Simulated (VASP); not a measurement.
# ZnCd2Te2 in VASP: further runs

ZnCd2Te2 is run at these levels: LDA; tasks: single point.

Everything below comes from runs of VASP 6.6.1. Logs are shortened: lines on timing, memory, paths and dates and some standing lists are left out, and cuts for length are marked.

## (1) The cell of the first run

The cell holds a slab with vacuum, 5 atoms: a = 4.533 Å, b = 4.533 Å, c = 19.867 Å, α = 90.00°, β = 90.00°, γ = 120.00°.

## (2) Single point, LDA

File INCAR:

```
PREC     = Accurate       # precision mode
ENCUT    = 520            # plane-wave cutoff, eV
EDIFF    = 1E-6           # SCF threshold, eV
ISMEAR   = 0              # smearing method
SIGMA    = 0.05           # smearing width, eV
LREAL    = F              # projectors in reciprocal space
LASPH    = T              # aspherical terms in the spheres
NELM     = 60             # most SCF steps
ALGO     = Normal         # electronic algorithm
ISIF     = 2              # what is computed and relaxed
LWAVE    = F              # write WAVECAR
LCHARG   = F              # write CHGCAR
LDIPOL   = T            
IDIPOL   = 3            
DIPOL    = 0.5 0.5 0.364
NBANDS   = 32             # bands
```

File KPOINTS:

```
regular mesh
0
Gamma
  6 6 1
```

File POSCAR:

```
ZnCd2Te2
1.0
    4.5325544674      0.0000000000      0.0000000000
   -2.2662772337      3.9253073128      0.0000000000
    0.0000000000      0.0000000000     19.8672286441
Te Cd Zn
2 2 1
Direct
    0.0000000000      0.0000000000      0.2013365866
    0.3333333333      0.6666666667      0.3964595968
    0.3333333333      0.6666666667      0.2479059306
    0.6666666667      0.3333333333      0.4211573136
    0.7777777778      0.5555555556      0.5516490173
```

Potentials or basis: VASP PAW LDA potentials, release 64 (Te, Cd, Zn).

Started as:

```sh
> cat potpaw_LDA.64/Te/POTCAR potpaw_LDA.64/Cd/POTCAR potpaw_LDA.64/Zn/POTCAR > POTCAR
> mpirun -np 1 vasp_std > vasp.out
```

OUTCAR:

```text
PREC = Accurate
   ENCUT = 520
   EDIFF = 1E-6
   ISMEAR = 0
   LREAL = F
   LASPH = T
   NELM = 60
   ISIF = 2

 ion  position               nearest neighbor table
   1  0.000  0.000  0.201-   3 2.78   3 2.78   3 2.78
   2  0.333  0.667  0.396-   4 2.66   4 2.66   4 2.66   3 2.95
   3  0.333  0.667  0.248-   1 2.78   1 2.78   1 2.78   2 2.95
   4  0.667  0.333  0.421-   2 2.66   2 2.66   2 2.66   5 2.74
   5  0.778  0.556  0.552-   4 2.74

  LATTYP: Found a hexagonal cell.
 ALAT       =     4.5325544674
 C/A-ratio  =     4.3832299837

  Lattice vectors:

 A1 = (   4.5325544674,   0.0000000000,   0.0000000000)
 A2 = (  -2.2662772337,   3.9253073128,   0.0000000000)
 A3 = (   0.0000000000,   0.0000000000,  19.8672286441)

Analysis of symmetry for initial positions (statically):
=====================================================================
 Subroutine PRICEL returns:
 Original cell was already a primitive cell.

 Routine SETGRP: Setting up the symmetry group for a
 hexagonal supercell.

 Subroutine GETGRP returns: Found  2 space group operations
 (whereof  2 operations were pure point group operations)
 out of a pool of 24 trial point group operations.

The static configuration has the point symmetry C_1h.

Analysis of symmetry for dynamics (positions and initial velocities):
=====================================================================
 Subroutine PRICEL returns:
 Original cell was already a primitive cell.

 Routine SETGRP: Setting up the symmetry group for a
 hexagonal supercell.

 Subroutine GETGRP returns: Found  2 space group operations
 (whereof  2 operations were pure point group operations)
 out of a pool of 24 trial point group operations.

The dynamic configuration has the point symmetry C_1h.

 Subroutine INISYM returns: Found  2 space group operations
 (whereof  2 operations are pure point group operations),
 and found     1 'primitive' translations

----------------------------------------------------------------------------------------

                                     Primitive cell

  volume of cell :     353.4712

  direct lattice vectors                    reciprocal lattice vectors
     4.532554467  0.000000000  0.000000000     0.220626141  0.127378562  0.000000000
    -2.266277234  3.925307313  0.000000000     0.000000000  0.254757124  0.000000000
     0.000000000  0.000000000 19.867228644     0.000000000  0.000000000  0.050334147

  length of vectors
     4.532554467  4.532554467 19.867228644     0.254757124  0.254757124  0.050334147

  position of ions in fractional coordinates (direct lattice)
     0.000000000  0.000000000  0.201336587
     0.333333333  0.666666667  0.396459597
     0.333333333  0.666666667  0.247905931
     0.666666667  0.333333333  0.421157314
     0.777777778  0.555555556  0.551649017

  ion indices of the primitive-cell ions
   primitive index   ion index
                 1           1
                 2           2
                 3           3
                 4           4
                 5           5

----------------------------------------------------------------------------------------

 KPOINTS: regular mesh

Automatic generation of k-mesh.
 Grid dimensions read from file:
 generate k-points for:    6    6    1

 Generating k-lattice:

  Cartesian coordinates                     Fractional coordinates (reciprocal lattice)
     0.036771023  0.021229760  0.000000000     0.166666667  0.000000000  0.000000000
     0.000000000  0.042459521  0.000000000     0.000000000  0.166666667  0.000000000
     0.000000000  0.000000000  0.050334147     0.000000000  0.000000000  1.000000000

  Length of vectors
     0.042459521  0.042459521  0.050334147

  Shift w.r.t. Gamma in fractional coordinates (k-lattice)
     0.000000000  0.000000000  0.000000000

 Subroutine IBZKPT returns following result:
 ===========================================

 Found     13 irreducible k-points:

 Following reciprocal coordinates:
            Coordinates               Weight
  0.000000  0.000000  0.000000      1.000000
  0.166667  0.000000  0.000000      4.000000
  0.000000  0.166667  0.000000      2.000000
  0.333333  0.000000  0.000000      4.000000
  0.000000  0.333333  0.000000      2.000000
  0.500000  0.000000  0.000000      2.000000
  0.000000  0.500000  0.000000      1.000000
  0.166667  0.166667  0.000000      4.000000
 -0.333333  0.166667  0.000000      2.000000
  0.333333  0.166667  0.000000      4.000000
 -0.166667  0.500000  0.000000      4.000000
  0.500000  0.333333  0.000000      4.000000
  0.333333  0.333333  0.000000      2.000000
   k-points           NKPTS =     13   k-points in BZ     NKDIM =     13   number of bands    NBANDS=     32
   number of dos      NEDOS =    301   number of ions     NIONS =      5
   total plane-waves  NPLWV = 194400
   dimension x,y,z NGX =    36 NGY =   36 NGZ =  150
   dimension x,y,z NGXF=    72 NGYF=   72 NGZF=  300
   ions per type =               2   2   1
   NGX,Y,Z   is equivalent  to a cutoff of  13.20, 13.20, 12.55 a.u.
   NGXF,Y,Z  is equivalent  to a cutoff of  26.41, 26.41, 25.10 a.u.
 SYSTEM =  unknown system
   PREC   = accura    normal or accurate (medium, high low for compatibility)
   ISTART =      0    job   : 0-new  1-cont  2-samecut
   ICHARG =      2    charge: 1-file 2-atom 10-const
   ISPIN  =      1    spin polarized calculation?
   LNONCOLLINEAR =      F non collinear calculations
   LSORBIT =      F    spin-orbit coupling
   LASPH  =      T    aspherical Exc in radial PAW
   ENCUT  =  520.0 eV  38.22 Ry    6.18 a.u.   8.43  8.43 36.94*2*pi/ulx,y,z
   NELM   =     60;   NELMIN=  2; NELMDL= -5     # of ELM steps
   EDIFF  = 0.1E-05   stopping-criterion for ELM
   LREAL  =      F    real-space projection
   EDIFFG = 0.1E-04   stopping-criterion for IOM
   NSW    =      0    number of steps for IOM
   IBRION =     -1    ionic relax: 0-MD 1-quasi-New 2-CG
   NFREE  =      0    steps in history (QN), initial steepest desc. (CG)
   ISIF   =      2    stress and relaxation
   ISYM   =      2    0-nonsym 1-usesym 2-fastsym
   POTIM  = 0.5000    time-step for ionic-motion
   TEBEG  =    0.0;   TEEND  =   0.0 temperature during run
   PSTRESS=    0.0 pullay stress
   NELECT =      48.0000    total number of electrons
   NUPDOWN=      -1.0000    fix difference up-down
   EMIN   =  10.00;   EMAX   =-10.00  energy-range for DOS
   EFERMI =   0.00;   METHOD = LEGACY
   ISMEAR =     0;   SIGMA  =   0.05  broadening in eV -4-tet -1-fermi 0-gaus
   EFERMI_NEDOS =   21; number of points for ismear=-14 and -15
   IALGO  =     38    algorithm
   IMIX   =      4    mixing-type and parameters
     AMIX     =   0.40;   BMIX     =  1.00
     AMIX_MAG =   1.60;   BMIX_MAG =  1.00
  volume/ion in A,a.u.               =      70.69       477.07
  Fermi-wavevector in a.u.,A,eV,Ry     =   0.841467  1.590143  9.633840  0.708067
  Thomas-Fermi vector in A             =   1.956017
   LORBIT       =      0    0 simple, 1 ext, 2 COOP (PROOUT), +10 PAW based schemes
   GGA     = CA    functional components
   LHFCALC =     F    Hartree Fock is set to
   AEXX    =    0.0000 exact exchange contribution
   IVDW    =     0    specifies the selected vdW correction
   LEPSILON=     F    determine dielectric tensor
   LRPA    =     F    only Hartree local field effects (RPA)
 non-spin polarized calculation
 Gauss-broadening in eV      SIGMA  =   0.05
  energy-cutoff  :      520.00
  volume of cell :      353.47
 maximum number of plane-waves:      9583
 NGX is ok and might be reduce to    36
   NGX = 17   NGY = 17   NGZ = 73

 number of electron      47.9999990 magnetization

 dipolmoment           0.000000      0.000000     -0.233346 electrons x Angstroem

 Free energy of the ion-electron system (eV)
  ---------------------------------------------------
  ext. energy  EPLUGINS =         0.00000000
  ---------------------------------------------------
  free energy    TOTEN  =       -11.42930638 eV

  energy without entropy =      -11.42720469  energy(sigma->0) =      -11.42825553

 E-fermi :  -1.3666     XC(G=0):  -4.7938

 val. band max:       -1.5612633602   @ k =   0.0000   0.0000   0.0000
 cond. band min:      -1.3563600928   @ k =   0.0000   0.0000   0.0000
 fundamental gap:      0.2049032674
 Fermi energy:        -1.3666211160

 k-point     1 :       0.0000    0.0000    0.0000
  band No.  band energies     occupation
      1     -14.1550      2.00000
      2     -11.9884      2.00000
      3     -11.4275      2.00000
      4     -11.4142      2.00000
      5     -11.0658      2.00000
      6     -11.0273      2.00000
[... 24 lines left out ...]
     31       2.9274      0.00000
     32       3.1802      0.00000

 k-point     2 :       0.1667    0.0000    0.0000
  band No.  band energies     occupation
      1     -14.0644      2.00000
      2     -11.9160      2.00000
      3     -11.3871      2.00000
      4     -11.3713      2.00000
      5     -11.0689      2.00000
      6     -11.0398      2.00000
[... 24 lines left out ...]
     31       2.6400      0.00000
     32       3.1997      0.00000

 k-point     3 :       0.0000    0.1667    0.0000
  band No.  band energies     occupation
      1     -14.0642      2.00000
      2     -11.9160      2.00000
      3     -11.3827      2.00000
      4     -11.3709      2.00000
      5     -11.0799      2.00000
      6     -11.0299      2.00000
[... 24 lines left out ...]
     31       2.8094      0.00000
     32       3.0989      0.00000

 k-point     4 :       0.3333    0.0000    0.0000
  band No.  band energies     occupation
      1     -13.8833      2.00000
      2     -11.7763      2.00000
      3     -11.3035      2.00000
      4     -11.2618      2.00000
      5     -11.0861      2.00000
      6     -11.0375      2.00000
[... 24 lines left out ...]
     31       3.0579      0.00000
     32       3.7040      0.00000

 k-point     5 :       0.0000    0.3333    0.0000
  band No.  band energies     occupation
      1     -13.8828      2.00000
      2     -11.7763      2.00000
      3     -11.2807      2.00000
      4     -11.2544      2.00000
      5     -11.1111      2.00000
      6     -11.0343      2.00000
[... 199 lines left out ...]
     31       3.2806      0.00000
     32       3.7415      0.00000

 k-point    11 :      -0.1667    0.5000    0.0000
  band No.  band energies     occupation
      1     -13.7945      2.00000
      2     -11.7108      2.00000
      3     -11.2577      2.00000
      4     -11.1840      2.00000
      5     -11.1103      2.00000
      6     -11.0473      2.00000
[... 24 lines left out ...]
     31       3.3708      0.00000
     32       3.6715      0.00000

 k-point    12 :       0.5000    0.3333    0.0000
  band No.  band energies     occupation
      1     -13.7950      2.00000
      2     -11.7108      2.00000
      3     -11.2585      2.00000
      4     -11.2265      2.00000
      5     -11.0970      2.00000
      6     -11.0300      2.00000
[... 24 lines left out ...]
     31       3.4945      0.00000
     32       3.7859      0.00000

 k-point    13 :       0.3333    0.3333    0.0000
  band No.  band energies     occupation
      1     -13.7518      2.00000
      2     -11.6798      2.00000
      3     -11.2377      2.00000
      4     -11.1944      2.00000
      5     -11.0918      2.00000
      6     -11.0571      2.00000
[... 24 lines left out ...]
     31       3.5618      0.00000
     32       4.1642      0.00000

------------------------ aborting loop because EDIFF is reached ----------------------------------------

 vacuum level on the upper side and lower side of the slab       (xc-potential included)        -1.162         1.148

  FORCE on cell =-STRESS in cart. coord.  units (eV):
  Direction    XX          YY          ZZ          XY          YZ          ZX
  --------------------------------------------------------------------------------------
  -------------------------------------------------------------------------------------
  Total        1.0088535      0.4436562     -0.2088784      0.0000000     -0.2448888      0.0000000
  in kB        4.5728261      2.0109588     -0.9467822      0.0000000     -1.1100065      0.0000000
  external PRESSURE =       1.8790009 kB  Pullay stress =       0.0000000 kB

 VOLUME and BASIS-vectors are now :
 -----------------------------------------------------------------------------
  energy-cutoff  :      520.00
  volume of cell :      353.47
      direct lattice vectors                 reciprocal lattice vectors
     4.532554467  0.000000000  0.000000000     0.220626141  0.127378562  0.000000000
    -2.266277234  3.925307313  0.000000000     0.000000000  0.254757124  0.000000000
     0.000000000  0.000000000 19.867228644     0.000000000  0.000000000  0.050334147

 POSITION                                       TOTAL-FORCE (eV/Angst)
 -----------------------------------------------------------------------------------
      0.00000      0.00000      4.00000         0.000000      0.020054      0.360088
     -0.00000      2.61687      7.87655        -0.000000      0.092108     -0.359269
     -0.00000      2.61687      4.92520        -0.000000     -0.003643     -0.347598
      2.26628      1.30844      8.36723        -0.000000     -0.060971      0.352649
      2.26628      2.18073     10.95974        -0.000000     -0.047549     -0.005870
 -----------------------------------------------------------------------------------
    total drift:                               -0.000000     -0.000535     -0.002000

  FREE ENERGIE OF THE ION-ELECTRON SYSTEM (eV)
  ---------------------------------------------------
  free  energy   TOTEN  =       -11.4293063820 eV

  energy  without entropy=      -11.4272046866  energy(sigma->0) =      -11.42825553

 vacuum level on the upper side and lower side of the slab         2.105         4.478
```

Run time: 4.5 min. Hardware: 1 thread of Intel Xeon 6975P-C (Granite Rapids), shared host; peak memory 0.44 GiB.

What came out:

```
Free energy            : -11.4293 eV
Largest force          : 0.371 eV/Å
Band gap on the k mesh : zero (filled and empty bands touch)
```

Forces in eV/Å, atoms in the order of the input:
```
Te   0.000  0.020  0.360
Te   0.000  0.092 -0.359
Cd   0.000 -0.004 -0.348
Cd   0.000 -0.061  0.353
Zn   0.000 -0.048 -0.006
```

Caveat: spin-orbit coupling is left out, which moves the levels of the heavy elements.

## (3) Single point, LDA

File INCAR:

```
  PREC = Accurate
  ENCUT = 520
  EDIFF = 1E-7
  ISMEAR = 0
  SIGMA = 0.05
  LREAL = False
  LASPH = True
  NELM = 100
  ALGO = Normal
  ISIF = 2
  LWAVE = False
  LCHARG = True
  LDIPOL = True
  IDIPOL = 3
  DIPOL = 0.5 0.5 0.364
  GGA = CA
  LELF = True
  LVHAR = True
  LVACPOTAV = True
  NBANDS = 32
```

KPOINTS is that of step 2.

Changes to POSCAR since step 2:

```diff
@@ -11,3 +11,3 @@
     0.3333333333      0.6666666667      0.2479059306
-    0.6666666667      0.3333333333      0.4211573136
-    0.7777777778      0.5555555556      0.5516490173
+    0.6666666667      0.3333333334      0.4211573136
+    0.8888888889      0.4444444444      0.5516490173
```

Potentials or basis: VASP PAW LDA potentials, release 64 (Te, Cd, Zn).

Started as:

```sh
> cat potpaw_LDA.64/Te/POTCAR potpaw_LDA.64/Cd/POTCAR potpaw_LDA.64/Zn/POTCAR > POTCAR
> mpirun -np 1 vasp_std > vasp.out
```

Run time: 5.8 min. Hardware: 1 thread of Intel Xeon 6975P-C (Granite Rapids), shared host; peak memory 0.44 GiB.

The run converged. Its results:

```yaml
Free_energy: -11.4160 eV
Largest_force: 0.414 eV/Å
Band_gap_on_the_k_mesh: zero (filled and empty bands touch)
```

Forces on the atoms (eV/Å):
```
Te   0.024  0.014  0.384
Te   0.151  0.087 -0.375
Cd  -0.002 -0.001 -0.376
Cd  -0.087 -0.051  0.351
Zn  -0.086 -0.050  0.016
```

Levels at points of the mesh, in eV from the Fermi level:
```csv
k point,band 22,band 23,band 24,band 25,band 26,band 27
"(0.00, 0.00, 0.00)",-1.33,-0.28,0.00,0.00,1.38,2.02
"(0.50, 0.00, 0.00)",-2.66,-1.06,-0.94,0.27,1.23,1.36
"(0.00, 0.50, 0.00)",-2.23,-1.06,-0.82,0.21,0.66,1.80
```

Caveat: spin-orbit coupling is left out, which moves the levels of the heavy elements.
